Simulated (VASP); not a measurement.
Here is a VASP 6.6.1 calculation.

Contents of INCAR:

```
SYSTEM = Be
  PREC = Accurate
  ENCUT = 520
  EDIFF = 1E-8
  ISMEAR = -1
  SIGMA = 0.03
  LREAL = .False.
  LASPH = .True.
  NELM = 80
  ALGO = Normal
  ISIF = 2
  LWAVE = .False.
  LCHARG = .False.
  GGA = PE
  LEFG = .True.
  NBANDS = 7
```

KPOINTS

```
Automatic mesh
0
Gamma
  23 23 23
  0 0 0
```

Contents of POSCAR:

```
Be
1.0
   -1.2696112759      1.2696112759      1.2696112759
    1.2696112759     -1.2696112759      1.2696112759
    1.2696112759      1.2696112759     -1.2696112759
Be
1
Direct
    0.0000000000      0.0000000000      0.0000000000
```

Potentials or basis: VASP PAW PBE potentials, release 64 (Be).

The run is started by

```bash
$ cat potpaw_PBE.64/Be/POTCAR > POTCAR
$ mpirun -np 1 vasp_std > vasp.out
```

Question: Predict the pressure.

Answer: -5.2 GPa.

Question: Predict the band gap on the k mesh.

Answer: Zero (band 1 reaches 11.02 eV, above the bottom of band 2 at 6.33 eV).

Caveat: without QUAD_EFG the Cq values of the log hold for a quadrupole moment of 1 mb, not for the nuclei.
